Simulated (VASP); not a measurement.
# WC (Fm-3m) in VASP: further runs, part 2 of 3

VASP 6.6.1. Earlier steps stand in the parts before.

**3. Single point, LDA**

This run uses another cell than the first one, of 10.12 Å³/atom, 1.021 times its volume.

Input file INCAR:

```
SYSTEM = WC
  ALGO = Normal
  EDIFF = 1E-7
  ENCUT = 520
  GGA = CA
  ISIF = 2
  ISMEAR = 1
  LASPH = .True.
  LCHARG = .False.
  LREAL = .False.
  LWAVE = .False.
  NBANDS = 16
  NELM = 60
  PREC = Accurate
  SIGMA = 0.1
```

Input file KPOINTS:

```
k-points
0
Gamma
  11 11 11
  0 0 0
```

Input file POSCAR:

```
WC
1.0
    0.0000000000      2.1630455565      2.1630455565
    2.1630455565      0.0000000000      2.1630455565
    2.1630455565      2.1630455565      0.0000000000
W C
1 1
Direct
    0.0000000000      0.0000000000      0.0000000000
    0.5000000000      0.5000000000      0.5000000000
```

Potentials or basis: VASP PAW LDA potentials, release 64 (W_sv, C).

The run is started by

```sh
$ cat potpaw_LDA.64/W_sv/POTCAR potpaw_LDA.64/C/POTCAR > POTCAR
$ mpirun -np 1 vasp_std > vasp.out
```

OUTCAR:

```text
SYSTEM = WC
   EDIFF = 1E-7
   ENCUT = 520
   GGA = CA
   ISIF = 2
   ISMEAR = 1
   LASPH = .True.
   LREAL = .False.
   NELM = 60
   PREC = Accurate

 ion  position               nearest neighbor table
   1  0.000  0.000  0.000-   2 2.16   2 2.16   2 2.16   2 2.16   2 2.16   2 2.16
   2  0.500  0.500  0.500-   1 2.16   1 2.16   1 2.16   1 2.16   1 2.16   1 2.16

  LATTYP: Found a face centered cubic cell.
 ALAT       =     4.3260911130

  Lattice vectors:

 A1 = (   0.0000000000,   2.1630455565,   2.1630455565)
 A2 = (   2.1630455565,   0.0000000000,   2.1630455565)
 A3 = (   2.1630455565,   2.1630455565,   0.0000000000)

Analysis of symmetry for initial positions (statically):
=====================================================================
 Subroutine PRICEL returns:
 Original cell was already a primitive cell.

 Routine SETGRP: Setting up the symmetry group for a
 face centered cubic supercell.

 Subroutine GETGRP returns: Found 48 space group operations
[... 9 lines left out ...]

 Routine SETGRP: Setting up the symmetry group for a
 face centered cubic supercell.

 Subroutine GETGRP returns: Found 48 space group operations
[... 11 lines left out ...]
                                     Primitive cell

  volume of cell :      20.2408

  direct lattice vectors                    reciprocal lattice vectors
     0.000000000  2.163045557  2.163045557    -0.231155557  0.231155557  0.231155557
     2.163045557  0.000000000  2.163045557     0.231155557 -0.231155557  0.231155557
     2.163045557  2.163045557  0.000000000     0.231155557  0.231155557 -0.231155557

  length of vectors
     3.059008362  3.059008362  3.059008362     0.400373169  0.400373169  0.400373169

  position of ions in fractional coordinates (direct lattice)
     0.000000000  0.000000000  0.000000000
     0.500000000  0.500000000  0.500000000

  ion indices of the primitive-cell ions
   primitive index   ion index
                 1           1
                 2           2
[... 87 lines left out ...]
   ISMEAR =     1;   SIGMA  =   0.10  broadening in eV -4-tet -1-fermi 0-gaus
   EFERMI_NEDOS =   21; number of points for ismear=-14 and -15
   IALGO  =     38    algorithm
   IMIX   =      4    mixing-type and parameters
     AMIX     =   0.40;   BMIX     =  1.00
     AMIX_MAG =   1.60;   BMIX_MAG =  1.00
  volume/ion in A,a.u.               =      10.12        68.30
  Fermi-wavevector in a.u.,A,eV,Ry     =   1.574309  2.975013 33.721347  2.478449
  Thomas-Fermi vector in A             =   2.675463
   LORBIT       =      0    0 simple, 1 ext, 2 COOP (PROOUT), +10 PAW based schemes
   GGA     = CA    functional components
   LHFCALC =     F    Hartree Fock is set to
   AEXX    =    0.0000 exact exchange contribution
   IVDW    =     0    specifies the selected vdW correction
   LEPSILON=     F    determine dielectric tensor
   LRPA    =     F    only Hartree local field effects (RPA)
 non-spin polarized calculation
 Methfessel and Paxton  Order N= 1 SIGMA  =   0.10
  energy-cutoff  :      520.00
  volume of cell :       20.24
 maximum number of plane-waves:       556
   NGX = 11   NGY = 11   NGZ = 11

 number of electron      17.9999999 magnetization

 Free energy of the ion-electron system (eV)
  ---------------------------------------------------
  ext. energy  EPLUGINS =         0.00000000
  ---------------------------------------------------
  free energy    TOTEN  =       -23.79331038 eV

  energy without entropy =      -23.79402716  energy(sigma->0) =      -23.79354931

 E-fermi :  12.9237     XC(G=0): -14.1197

 val. band max:       12.9198138902   @ k =   0.2727   0.2727   0.0000
 cond. band min:      12.9388698194   @ k =   0.4545   0.0909   0.0000
 fundamental gap:      0.0190559292
 Fermi energy:        12.9236652212

 k-point     1 :       0.0000    0.0000    0.0000
  band No.  band energies     occupation
      1     -62.0142      2.00000
      2     -26.2615      2.00000
      3     -26.2615      2.00000
      4     -26.2615      2.00000
      5      -3.0438      2.00000
      6      10.0081      2.00000
[... 433 lines left out ...]
      3     -26.4192      2.00000
      4     -26.2950      2.00000
      5      -0.7837      2.00000
      6       5.8534      2.00000
[... 8 lines left out ...]
     15      26.0417      0.00000
     16      27.0980      0.00000

 [... further k-points ...]

------------------------ aborting loop because EDIFF is reached ----------------------------------------

  FORCE on cell =-STRESS in cart. coord.  units (eV):
  Direction    XX          YY          ZZ          XY          YZ          ZX
  --------------------------------------------------------------------------------------
  -------------------------------------------------------------------------------------
  Total        0.1871095      0.1871095      0.1871095     -0.0000000     -0.0000000      0.0000000
  in kB       14.8108339     14.8108339     14.8108339     -0.0000000     -0.0000000      0.0000000
  external PRESSURE =      14.8108339 kB  Pullay stress =       0.0000000 kB

 VOLUME and BASIS-vectors are now :
 -----------------------------------------------------------------------------
  energy-cutoff  :      520.00
  volume of cell :       20.24
      direct lattice vectors                 reciprocal lattice vectors
     0.000000000  2.163045557  2.163045557    -0.231155557  0.231155557  0.231155557
     2.163045557  0.000000000  2.163045557     0.231155557 -0.231155557  0.231155557
     2.163045557  2.163045557  0.000000000     0.231155557  0.231155557 -0.231155557

 POSITION                                       TOTAL-FORCE (eV/Angst)
 -----------------------------------------------------------------------------------
      0.00000      0.00000      0.00000        -0.000000     -0.000000      0.000000
      2.16305      2.16305      2.16305         0.000000      0.000000     -0.000000
 -----------------------------------------------------------------------------------
    total drift:                                0.000000     -0.000000     -0.000000

  FREE ENERGIE OF THE ION-ELECTRON SYSTEM (eV)
  ---------------------------------------------------
  free  energy   TOTEN  =       -23.7933103805 eV

  energy  without entropy=      -23.7940271568  energy(sigma->0) =      -23.79354931
```

Wall time 10 s (1 thread of Intel Xeon 6975P-C, shared host); peak memory 0.14 GiB.

What came out:

* Free energy: -23.7933 eV
* Pressure: 1.5 GPa
* Band gap on the k mesh: zero (band 9 reaches 13.91 eV, above the bottom of band 10 at 10.67 eV)

Levels at points of the mesh, in eV from the Fermi level:
```csv
k point,band 7,band 8,band 9,band 10,band 11,band 12
"(0.00, 0.00, 0.00)",-2.92,-2.92,-1.10,-1.10,-1.10,-1.02
```

Caveat: spin-orbit coupling is left out, which moves the levels of the heavy elements.

**4. Single point, LDA**

This run uses another cell than the first one, of 10.33 Å³/atom, 1.043 times its volume.

Input file INCAR:

```
SYSTEM = WC
PREC = Accurate ; ENCUT = 520
EDIFF = 1E-6 ; ISMEAR = 1
SIGMA = 0.1 ; LREAL = .False.
LASPH = .True. ; NELM = 80
ALGO = Normal ; ISIF = 2
LWAVE = .False. ; LCHARG = .False.
GGA = CA ; NBANDS = 16
```

Input file KPOINTS:

```
Automatic mesh
0
Gamma
  11 11 11
  0 0 0
```

Input file POSCAR:

```
WC
1.0
    0.0000000000      2.1779635834      2.1779635834
    2.1779635834      0.0000000000      2.1779635834
    2.1779635834      2.1779635834      0.0000000000
W C
1 1
Direct
    0.0000000000      0.0000000000      0.0000000000
    0.5000000000      0.5000000000      0.5000000000
```

The run is started by

```sh
$ cat potpaw_LDA.64/W_sv/POTCAR potpaw_LDA.64/C/POTCAR > POTCAR
$ mpirun -np 1 vasp_std > vasp.out
```

Wall time 9.5 s (1 thread of Intel Xeon 6975P-C, shared host); peak memory 0.14 GiB.

The run converged. Its results:

- Free energy: -23.7867 eV
- Pressure: -6.6 GPa
- Band gap on the k mesh: zero (band 9 reaches 13.55 eV, above the bottom of band 10 at 10.40 eV)

Levels at points of the mesh, in eV from the Fermi level:
| k point | band 7 | band 8 | band 9 | band 10 | band 11 | band 12 |
| --- | --- | --- | --- | --- | --- | --- |
| (0.00, 0.00, 0.00) | -2.83 | -2.83 | -1.05 | -1.05 | -1.05 | -1.00 |

Caveat: spin-orbit coupling is left out, which moves the levels of the heavy elements.

(Continued in part 3 of 3.)
